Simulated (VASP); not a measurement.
A run of VASP 6.6.1 is set up as follows.

Contents of INCAR:

```
PREC     = Accurate       # precision mode
ENCUT    = 600            # plane-wave cutoff, eV
EDIFF    = 1E-7           # SCF threshold, eV
ISMEAR   = 0              # smearing method
SIGMA    = 0.1            # smearing width, eV
LREAL    = F              # projectors in reciprocal space
LASPH    = T              # aspherical terms in the spheres
NELM     = 100            # most SCF steps
ALGO     = Normal         # electronic algorithm
ISIF     = 3              # what is computed and relaxed
LWAVE    = F              # write WAVECAR
LCHARG   = F              # write CHGCAR
GGA      = PS             # functional
IBRION   = 2              # ionic algorithm
NSW      = 80             # ionic steps
EDIFFG   = -0.01          # ionic threshold
```

KPOINTS

```
regular mesh
0
Gamma
  18 18 18
```

File POSCAR:

```
Pd
1.0
    0.0000000000      1.9368361270      1.9368361270
    1.9368361270      0.0000000000      1.9368361270
    1.9368361270      1.9368361270      0.0000000000
Pd
1
Direct
    0.0000000000      0.0000000000      0.0000000000
```

Potentials or basis: VASP PAW PBE potentials, release 64 (Pd).

The run is started by

```sh
$ cat potpaw_PBE.64/Pd/POTCAR > POTCAR
$ mpirun -np 1 vasp_std > vasp.out
```

Problem. Estimate the relaxed cell.

Solution. a = 2.738 Å, b = 2.738 Å, c = 2.738 Å, α = 60.00°, β = 60.00°, γ = 60.00°.

Problem. What does it give for the space group after relaxing (to 0.05 Å)?

Solution. Fm-3m (No. 225).

Final structure:
```
CELL_PARAMETERS angstrom
0.00000 1.93629 1.93629
1.93629 0.00000 1.93629
1.93629 1.93629 0.00000
ATOMIC_POSITIONS crystal
Pd 0.00000 0.00000 0.00000
```
